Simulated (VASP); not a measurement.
# NaH in VASP: settings compared, part 2 of 2

VASP 6.6.1. The steps go on from the part before.

## 4. Single point, r2SCAN (epitaxial xy strain -3.1%)

POSCAR

```
NaH
1.0
    0.0000000000      2.3229496575      2.4347540050
    2.3229496575      0.0000000000      2.4347540050
    2.3229496575      2.3229496575      0.0000000000
Na H
1 1
Direct
    0.0000000000      0.0000000000      0.0000000000
    0.5000000000      0.5000000000      0.5000000000
```

INCAR.step1

```
PREC     = Accurate       # precision mode
ENCUT    = 520            # plane-wave cutoff, eV
ISMEAR   = 0              # smearing method
SIGMA    = 0.01           # smearing width, eV
LREAL    = False          # projectors in reciprocal space
LASPH    = True           # aspherical terms in the spheres
NELM     = 80             # most SCF steps
NBANDS   = 11             # bands
GGA      = PE             # functional
ALGO     = Normal         # electronic algorithm
EDIFF    = 1E-4           # SCF threshold, eV
LWAVE    = True           # write WAVECAR
LCHARG   = False          # write CHGCAR
```

INCAR.step2

```
PREC     = Accurate       # precision mode
ENCUT    = 520            # plane-wave cutoff, eV
EDIFF    = 1E-7           # SCF threshold, eV
ISMEAR   = 0              # smearing method
SIGMA    = 0.01           # smearing width, eV
LREAL    = False          # projectors in reciprocal space
LASPH    = True           # aspherical terms in the spheres
NELM     = 80             # most SCF steps
ALGO     = Normal         # electronic algorithm
ISIF     = 2              # what is computed and relaxed
LWAVE    = False          # write WAVECAR
LCHARG   = False          # write CHGCAR
METAGGA  = R2SCAN         # meta-GGA
LMIXTAU  = True         
NBANDS   = 11             # bands
ISTART   = 1
```

KPOINTS

```
Automatic mesh
0
Gamma
  10 10 10
```

Potentials or basis: VASP PAW PBE potentials, release 64 (Na_pv, H).

On the command line:

```sh
$ cat potpaw_PBE.64/Na_pv/POTCAR potpaw_PBE.64/H/POTCAR > POTCAR
$ cp INCAR.step1 INCAR
$ mpirun -np 1 vasp_std > vasp.out
$ cp INCAR.step2 INCAR
$ mpirun -np 1 vasp_std > vasp.out
```

OUTCAR:

```text
PREC = Accurate
   ENCUT = 520
   EDIFF = 1E-7
   ISMEAR = 0
   LREAL = False
   LASPH = True
   NELM = 80
   ISIF = 2
   METAGGA = R2SCAN
   ISTART = 1

 ion  position               nearest neighbor table
   1  0.000  0.000  0.000-
   2  0.500  0.500  0.500-

  LATTYP: Found a body centered tetragonal cell.
 ALAT       =     3.2851469103
 C/A-ratio  =     1.4822801363

  Lattice vectors:

 A1 = (  -2.3229496575,   0.0000000000,   2.4347540050)
 A2 = (   2.3229496575,   0.0000000000,   2.4347540050)
 A3 = (   0.0000000000,   2.3229496575,  -2.4347540050)

Analysis of symmetry for initial positions (statically):
=====================================================================
 Subroutine PRICEL returns:
 Original cell was already a primitive cell.

 Routine SETGRP: Setting up the symmetry group for a
 body centered tetragonal supercell.

 Subroutine GETGRP returns: Found 16 space group operations
 (whereof 16 operations were pure point group operations)
 out of a pool of 16 trial point group operations.

The static configuration has the point symmetry D_4h.

Analysis of symmetry for dynamics (positions and initial velocities):
=====================================================================
 Subroutine PRICEL returns:
 Original cell was already a primitive cell.

 Routine SETGRP: Setting up the symmetry group for a
 body centered tetragonal supercell.

 Subroutine GETGRP returns: Found 16 space group operations
 (whereof 16 operations were pure point group operations)
 out of a pool of 16 trial point group operations.

The dynamic configuration has the point symmetry D_4h.

 Subroutine INISYM returns: Found 16 space group operations
 (whereof 16 operations are pure point group operations),
 and found     1 'primitive' translations

----------------------------------------------------------------------------------------
[... 118 lines left out ...]
   METAGGA = R2SCAN    functional components
   LHFCALC =     F    Hartree Fock is set to
   AEXX    =    0.0000 exact exchange contribution
   IVDW    =     0    specifies the selected vdW correction
   LEPSILON=     F    determine dielectric tensor
   LRPA    =     F    only Hartree local field effects (RPA)
 non-spin polarized calculation
 Gauss-broadening in eV      SIGMA  =   0.01
  energy-cutoff  :      520.00
  volume of cell :       26.28
 maximum number of plane-waves:       722
 NGX is ok and might be reduce to    28
   NGX = 13   NGY = 13   NGZ = 13

 number of electron       8.0000004 magnetization

 Free energy of the ion-electron system (eV)
  ---------------------------------------------------
  ext. energy  EPLUGINS =         0.00000000
  ---------------------------------------------------
  free energy    TOTEN  =        -7.59456370 eV

  energy without entropy =       -7.59456370  energy(sigma->0) =       -7.59456370

 E-fermi :  -1.1234     XC(G=0):  -8.4031

 val. band max:       -1.2058167164   @ k =  -0.3000   0.2000   0.5000
 cond. band min:       3.2741855338   @ k =   0.5000   0.0000   0.0000
 fundamental gap:      4.4800022502
 Fermi energy:        -1.1233906269

 k-point     1 :       0.0000    0.0000    0.0000
  band No.  band energies     occupation
      1     -24.0075      2.00000
      2     -23.9894      2.00000
      3     -23.9894      2.00000
      4      -4.9795      2.00000
      5      10.8308      0.00000
      6      15.5144      0.00000
      7      15.7721      0.00000
      8      15.7733      0.00000
      9      16.6574      0.00000
     10      16.8448      0.00000
     11      16.8450      0.00000
[... 309 lines left out ...]
 k-point    24 :       0.4000    0.3000    0.0000
  band No.  band energies     occupation
      1     -24.0858      2.00000
      2     -24.0195      2.00000
      3     -24.0139      2.00000
      4      -2.5092      2.00000
      5       5.1558      0.00000
      6       9.2549      0.00000
      7      11.5917      0.00000
      8      12.3861      0.00000
      9      14.7849      0.00000
     10      21.6790      0.00000
     11      23.7167      0.00000

 [... further k-points ...]

------------------------ aborting loop because EDIFF is reached ----------------------------------------

  FORCE on cell =-STRESS in cart. coord.  units (eV):
  Direction    XX          YY          ZZ          XY          YZ          ZX
  --------------------------------------------------------------------------------------
  -------------------------------------------------------------------------------------
  Total        0.3129534      0.3129534     -0.0448460      0.0000000      0.0000000     -0.0000000
  in kB       19.0820731     19.0820731     -2.7344502      0.0000000      0.0000000     -0.0000000
  external PRESSURE =      11.8098986 kB  Pullay stress =       0.0000000 kB

 VOLUME and BASIS-vectors are now :
 -----------------------------------------------------------------------------
  energy-cutoff  :      520.00
  volume of cell :       26.28
      direct lattice vectors                 reciprocal lattice vectors
     0.000000000  2.322949658  2.434754005    -0.215243580  0.215243580  0.205359555
     2.322949658  0.000000000  2.434754005     0.215243580 -0.215243580  0.205359555
     2.322949658  2.322949658  0.000000000     0.215243580  0.215243580 -0.205359555

 POSITION                                       TOTAL-FORCE (eV/Angst)
 -----------------------------------------------------------------------------------
      0.00000      0.00000      0.00000        -0.000000      0.000000     -0.000000
      2.32295      2.32295      2.43475         0.000000     -0.000000      0.000000
 -----------------------------------------------------------------------------------
    total drift:                               -0.000000      0.000000     -0.000000

  FREE ENERGIE OF THE ION-ELECTRON SYSTEM (eV)
  ---------------------------------------------------
  free  energy   TOTEN  =        -7.5945637031 eV

  energy  without entropy=       -7.5945637031  energy(sigma->0) =       -7.59456370
```

OUTCAR.step1:

```text
PREC = Accurate
   ENCUT = 520
   ISMEAR = 0
   LREAL = False
   LASPH = True
[... 559 lines left out ...]
      0.00000      0.00000      0.00000        -0.000000      0.000000      0.000000
      2.32295      2.32295      2.43475         0.000000     -0.000000     -0.000000
 -----------------------------------------------------------------------------------
    total drift:                               -0.000000      0.000000     -0.000000

  FREE ENERGIE OF THE ION-ELECTRON SYSTEM (eV)
  ---------------------------------------------------
  free  energy   TOTEN  =        -5.0714122733 eV

  energy  without entropy=       -5.0714122733  energy(sigma->0) =       -5.07141227
```

OSZICAR.step1:

```text
N       E                     dE             d eps       ncg     rms          rms(c)
DAV:   1     0.364639903692E+02    0.36464E+02   -0.45855E+03  2262   0.767E+02
DAV:   2    -0.426669939288E+01   -0.40731E+02   -0.40213E+02  2363   0.197E+02
DAV:   3    -0.550115555118E+01   -0.12345E+01   -0.12333E+01  2716   0.326E+01
DAV:   4    -0.550851737429E+01   -0.73618E-02   -0.73610E-02  2590   0.253E+00
DAV:   5    -0.550857895065E+01   -0.61576E-04   -0.61576E-04  2582   0.235E-01    0.326E+00
DAV:   6    -0.516478832463E+01    0.34379E+00   -0.31709E-01  2623   0.290E+00    0.153E+00
DAV:   7    -0.506717311210E+01    0.97615E-01   -0.32474E-01  2544   0.226E+00    0.346E-01
DAV:   8    -0.507144728861E+01   -0.42742E-02   -0.96369E-03  2514   0.996E-01    0.682E-02
DAV:   9    -0.507142964723E+01    0.17641E-04   -0.10844E-03  2716   0.362E-01    0.237E-02
DAV:  10    -0.507141227332E+01    0.17374E-04   -0.58198E-05  1531   0.503E-02
   1 F= -.50714123E+01 E0= -.50714123E+01  d E =-.296643E-17
```

It took 2.4 min on 1 thread of Intel Xeon 8259CL, shared host; peak memory 0.17 GiB.

What came out:

```
Free energy            : -7.5946 eV
Pressure               : 1.2 GPa
Band gap on the k mesh : 4.48 eV (least direct gap 5.30 eV)
```

Stress tensor (GPa, compression positive):
```
 1.91  0.00  0.00
 0.00  1.91  0.00
 0.00  0.00 -0.27
```

Levels at points of the mesh, in eV from the valence-band top:
| k point | band 1 | band 2 | band 3 | band 4 | band 5 | band 6 | band 7 | band 8 |
| --- | --- | --- | --- | --- | --- | --- | --- | --- |
| (0.00, 0.00, 0.00) | -22.80 | -22.78 | -22.78 | -3.77 | 12.04 | 16.72 | 16.98 | 16.98 |
| (0.50, 0.00, 0.00) | -22.90 | -22.81 | -22.79 | -0.89 | 4.48 | 12.15 | 13.96 | 14.73 |
| (0.50, 0.50, 0.00) | -22.90 | -22.82 | -22.82 | -0.37 | 4.93 | 11.30 | 12.27 | 12.27 |
| (0.50, 0.00, 0.50) | -22.88 | -22.84 | -22.83 | -0.13 | 5.54 | 10.81 | 11.62 | 11.65 |

Caveat: the cell differs from its parent crystal (epitaxial xy strain -3.1%); the PAW data sets were made with another functional, which shifts forces and pressure a little. A k mesh can miss the band edges.

## 5. Single point, r2SCAN (strain along [111] +5.2%)

POSCAR

```
NaH
1.0
    0.0839129301      2.4814252199      2.4814252199
    2.4814252199      0.0839129301      2.4814252199
    2.4814252199      2.4814252199      0.0839129301
Na H
1 1
Direct
    0.0000000000      0.0000000000      0.0000000000
    0.5000000000      0.5000000000      0.5000000000
```

INCAR.step1

```
PREC = Accurate
ENCUT = 520
ISMEAR = 0
SIGMA = 0.01
LREAL = F
LASPH = T
NELM = 60
NBANDS = 11
GGA = PE
ALGO = Normal
EDIFF = 1E-4
LWAVE = T
LCHARG = F
```

INCAR.step2

```
PREC = Accurate
ENCUT = 520
EDIFF = 1E-6
ISMEAR = 0
SIGMA = 0.01
LREAL = F
LASPH = T
NELM = 60
ALGO = Normal
ISIF = 2
LWAVE = F
LCHARG = T
METAGGA = R2SCAN
LMIXTAU = T
LELF = T
LVHAR = T
NBANDS = 11
ISTART = 1
```

KPOINTS is that of step 4.

On the command line:

```sh
$ cat potpaw_PBE.64/Na_pv/POTCAR potpaw_PBE.64/H/POTCAR > POTCAR
$ cp INCAR.step1 INCAR
$ mpirun -np 1 vasp_std > vasp.out
$ cp INCAR.step2 INCAR
$ mpirun -np 1 vasp_std > vasp.out
```

It took 3 min on 1 thread of Intel Xeon 8259CL, shared host; peak memory 0.18 GiB.

The run converged. Its results:

* Free energy: -7.5874 eV
* Pressure: -1.4 GPa
* Band gap on the k mesh: 4.02 eV (least direct gap 5.05 eV)

Stress tensor (GPa, compression positive):
```
-1.39 -0.87 -0.87
-0.87 -1.39 -0.87
-0.87 -0.87 -1.39
```

Levels at points of the mesh, in eV from the valence-band top:
```tsv
k point	band 1	band 2	band 3	band 4	band 5	band 6	band 7	band 8	band 9
(0.00, 0.00, 0.00)	-22.96	-22.96	-22.95	-3.46	11.14	15.47	16.01	16.55	16.55
(0.50, 0.00, 0.00)	-23.04	-22.97	-22.96	-0.73	4.43	11.36	13.27	13.94	16.87
(0.50, 0.50, 0.00)	-23.03	-22.98	-22.98	-0.14	5.14	10.57	10.81	11.65	12.82
(0.50, 0.50, 0.50)	-23.02	-22.96	-22.96	-1.02	4.02	11.89	14.23	14.23	17.88
```

Caveat: the cell differs from its parent crystal (strain along [111] +5.2%); the PAW data sets were made with another functional, which shifts forces and pressure a little.

## 6. Single point, HSE06 (epitaxial xy strain -3.1%)

POSCAR

```
NaH
1.0
    0.0000000000      2.3229496575      2.4347540050
    2.3229496575      0.0000000000      2.4347540050
    2.3229496575      2.3229496575      0.0000000000
Na H
1 1
Direct
    0.0000000000      0.0000000000      0.0000000000
    0.5000000000      0.5000000000      0.5000000000
```

INCAR.step1

```
SYSTEM = NaH
ALGO = Normal
EDIFF = 1E-5
ENCUT = 520
GGA = PE
ISIF = 2
ISMEAR = 0
LASPH = .True.
LCHARG = .False.
LREAL = .False.
LWAVE = .True.
NBANDS = 11
NELM = 60
PREC = Accurate
SIGMA = 0.01
```

INCAR.step2

```
SYSTEM = NaH
ALGO = Normal
EDIFF = 1E-7
ENCUT = 520
GGA = PE
HFSCREEN = 0.2079
ISIF = 2
ISMEAR = 0
ISTART = 1
LASPH = .True.
LCHARG = .False.
LHFCALC = .True.
LREAL = .False.
LWAVE = .False.
NBANDS = 11
NELM = 60
PREC = Accurate
PRECFOCK = Normal
SIGMA = 0.01
```

KPOINTS

```
k-points
0
Gamma
  6 6 6
  0 0 0
```

Potentials or basis: VASP PAW PBE potentials, release 64 (Na_pv, H).

On the command line:

```sh
$ cat potpaw_PBE.64/Na_pv/POTCAR potpaw_PBE.64/H/POTCAR > POTCAR
$ cp INCAR.step1 INCAR
$ mpirun -np 1 vasp_std > vasp.out
$ cp INCAR.step2 INCAR
$ mpirun -np 1 vasp_std > vasp.out
```

Wall time 24 min (1 thread of Intel Xeon 8259CL, shared host); peak memory 0.26 GiB.

Results (log left out):

```
Free energy            : -5.7506 eV
Pressure               : 1.6 GPa
Band gap on the k mesh : 4.95 eV (least direct gap 5.83 eV)
```

Stress tensor (GPa, compression positive):
```
2.23 0.00 0.00
0.00 2.23 0.00
0.00 0.00 0.26
```

Levels at points of the mesh, in eV from the valence-band top:
| k point | band 1 | band 2 | band 3 | band 4 | band 5 | band 6 | band 7 | band 8 |
| --- | --- | --- | --- | --- | --- | --- | --- | --- |
| (0.00, 0.00, 0.00) | -24.27 | -24.26 | -24.26 | -4.18 | 12.60 | 17.43 | 17.67 | 17.67 |
| (0.50, 0.00, 0.00) | -24.38 | -24.28 | -24.27 | -0.99 | 4.95 | 12.65 | 14.88 | 15.66 |
| (0.50, 0.50, 0.00) | -24.37 | -24.29 | -24.29 | -0.39 | 5.44 | 11.89 | 12.89 | 12.89 |
| (0.50, 0.00, 0.50) | -24.36 | -24.30 | -24.30 | -0.12 | 6.04 | 11.40 | 12.24 | 12.29 |

Caveat: the cell differs from its parent crystal (epitaxial xy strain -3.1%); the PAW data sets were made with another functional, which shifts forces and pressure a little.

## 7. Overview

| level | cell | k mesh | smearing | grid for exact exchange (PRECFOCK) | share of exact exchange | screening parameter | gap on the mesh (eV) | pressure (GPa) |
| --- | --- | --- | --- | --- | --- | --- | --- | --- |
| PBE | a = 3.365, b = 3.365, c = 3.285 Å, angles 60.8, 60.8, 58.4°, 2 atoms | 10 × 10 × 10 | fermi-dirac 0.02 eV | - | - | - | 3.86 | 2.0 |
| PBE | a = 3.510 Å, angles 57.8°, 2 atoms | 10 × 10 × 10 | fermi-dirac 0.02 eV | - | - | - | 3.42 | -0.7 |
| r2SCAN | a = 3.365, b = 3.365, c = 3.285 Å, angles 60.8, 60.8, 58.4°, 2 atoms | 10 × 10 × 10 | gaussian 0.01 eV | - | - | - | 4.48 | 1.2 |
| r2SCAN | a = 3.510 Å, angles 57.8°, 2 atoms | 10 × 10 × 10 | gaussian 0.01 eV | - | - | - | 4.02 | -1.4 |
| HSE06 | a = 3.365, b = 3.365, c = 3.285 Å, angles 60.8, 60.8, 58.4°, 2 atoms | 6 × 6 × 6 | gaussian 0.01 eV | Normal | 0.25 | 0.2079 1/Å | 4.95 | 1.6 |

Alike in all rows: task single point; potentials or basis VASP PAW PBE potentials, release 64 (Na_pv, H); no spin polarisation; cutoff (eV) 520.

Caveats: the PAW data sets were made with another functional, which shifts forces and pressure a little (at least some runs).

Total energies depend on the potentials used, so only differences within one code and one set of settings carry meaning.
